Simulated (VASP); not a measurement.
Set up this calculation in VASP 6.6.1, as the native input.

| Quantity | Value |
| --- | --- |
| Task | single point |
| Functional | LDA |
| Potentials or basis | VASP PAW LDA potentials, release 64 (Au_sv_GW) |
| Cutoff | 540 eV |
| k mesh | 11 × 11 × 11 |
| Occupations | fermi-dirac, width 0.05 eV |
| Spin | no spin polarisation |
| Dipole correction | no |
| Further INCAR settings | ALGO = Normal; EDIFF = 1e-06; NBANDS = 16 |

The structure of Au lies in POSCAR:

```
Au
1.0
   -1.6082417593      1.6082417593      1.6082417593
    1.6082417593     -1.6082417593      1.6082417593
    1.6082417593      1.6082417593     -1.6082417593
Au
1
Direct
    0.0000000000      0.0000000000      0.0000000000
```

This isn't the form of Au at room conditions, which is fcc.

These files were run (other wordings do the same):

INCAR

```
SYSTEM = Au
PREC = Accurate ; ENCUT = 540
EDIFF = 1E-6 ; ISMEAR = -1
SIGMA = 0.05 ; LREAL = .False.
LASPH = .True. ; NELM = 120
ALGO = Normal ; ISIF = 2
LWAVE = .False. ; LCHARG = .False.
GGA = CA ; NBANDS = 16
GGA_COMPAT = .False.
```

KPOINTS

```
regular mesh
0
Gamma
  11 11 11
  0 0 0
```

Potentials or basis: VASP PAW LDA potentials, release 64 (Au_sv_GW).

The run is started by

```console
$ cat potpaw_LDA.64/Au_sv_GW/POTCAR > POTCAR
$ mpirun -np 1 vasp_std > vasp.out
```

Results of the run:

```
Pressure               : 0.3 GPa
Band gap on the k mesh : zero (an odd number of electrons rules out a gap without spin polarisation)
```

Caveat: spin-orbit coupling is left out, which moves the levels of the heavy elements.

It took 9.8 s on 1 thread of AMD EPYC 9R45 96-Core Processor (Zen 5), with other jobs on the host, peak memory 0.11 GiB.
